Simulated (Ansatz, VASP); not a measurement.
# One calculation of CoSi, two programs

```xyz
8
Lattice="4.4308 0.0000 0.0000 0.0000 4.4308 0.0000 0.0000 0.0000 4.4308" Properties=species:S:1:pos:R:3 pbc="T T T"
Co    0.6426    0.6426    0.6426
Co    1.5729    3.7883    2.8580
Co    2.8580    1.5729    3.7883
Co    3.7883    2.8580    1.5729
Si    3.7359    3.7359    3.7359
Si    2.9104    0.6949    1.5205
Si    1.5205    2.9104    0.6949
Si    0.6949    1.5205    2.9104
```

Alike in both runs: functional PBE; k mesh 8 × 8 × 8; occupations gaussian, width 0.1 eV; no spin polarisation.

Ansatz relaxed the structure, and its values are those at the end. VASP's run is a single point on that final structure, the one shown.

|  | VASP | Ansatz |
| --- | --- | --- |
| version | VASP 6.6.1 | Ansatz 0.2.0 |
| potentials or method | VASP PAW PBE potentials, release 64 (Co, Si), cutoff 520 eV | scalar-relativistic, plane waves, PAW |
| valence electrons in the cell | 52 | 84 |

```csv
,VASP,Ansatz,Ansatz less VASP
gap on the k mesh at the Fermi level (eV),none,none,-
pressure (GPa),-0.1,0.0,+0.08
```

A gap of «none» marks a metal or a gap that the smearing closes. The functional is the same, so the differences come from potentials, cutoffs and numerics. VASP's potentials hold 52 valence electrons a cell and Ansatz's 84, so a difference there can come from the potentials and not from the codes.
